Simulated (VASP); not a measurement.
## ReBPt: single point with PBE

ReBPt:

```
CELL_PARAMETERS angstrom
3.08263 0.00000 0.00000
0.00000 3.08263 0.00000
0.00000 0.00000 4.13407
ATOMIC_POSITIONS crystal
Re 0.00000 0.00000 0.50000
B 0.00000 0.00000 0.00000
Pt 0.50000 0.50000 0.00000
```

The cell was generated, and may not be a known phase.

```
Program             : VASP 6.6.1
Task                : single point
Functional          : PBE
Potentials or basis : VASP PAW PBE potentials, release 64 (Re_sv_GW, B, Pt_sv_GW)
Cutoff              : 570 eV
k mesh              : 6 × 6 × 4
Occupations         : gaussian, width 0.1 eV
Spin                : no spin polarisation
```

| Item | Value |
| --- | --- |
| Pressure | -1.1 GPa |
| Band gap on the k mesh | zero (bands 18 and 19 overlap by 4.25 eV) |

Stress tensor (GPa, compression positive):
```
-1.13  0.00  0.00
 0.00 -1.13  0.00
 0.00  0.00 -0.96
```

Levels at points of the mesh, in eV from the Fermi level:
```tsv
k point	band 15	band 16	band 17	band 18	band 19	band 20	band 21	band 22
(0.00, 0.00, 0.00)	-2.21	-2.12	-1.62	0.70	0.70	0.93	0.93	1.37
(0.50, 0.00, 0.00)	-3.12	-2.99	-1.63	-0.54	-0.19	2.68	2.97	6.71
(0.50, 0.50, 0.00)	-1.76	-1.29	-0.55	0.75	0.79	0.79	2.42	4.84
(0.00, 0.00, 0.50)	-3.31	-3.31	-2.98	-2.36	-2.36	1.15	4.66	4.66
(0.50, 0.00, 0.50)	-3.54	-1.93	-0.83	-0.24	0.71	0.84	3.26	4.11
(0.50, 0.50, 0.50)	-3.58	-2.87	-1.75	1.89	2.43	2.74	2.74	3.62
```

It took 25 s on 1 thread of AMD EPYC 7R13 Processor (Zen 3), with other jobs on the host, peak memory 0.15 GiB.

Caveat: the k points lie up to 0.38 Å⁻¹ apart, too coarse for converged energies and pressures of a metal; spin-orbit coupling is left out, which moves the levels of the heavy elements.
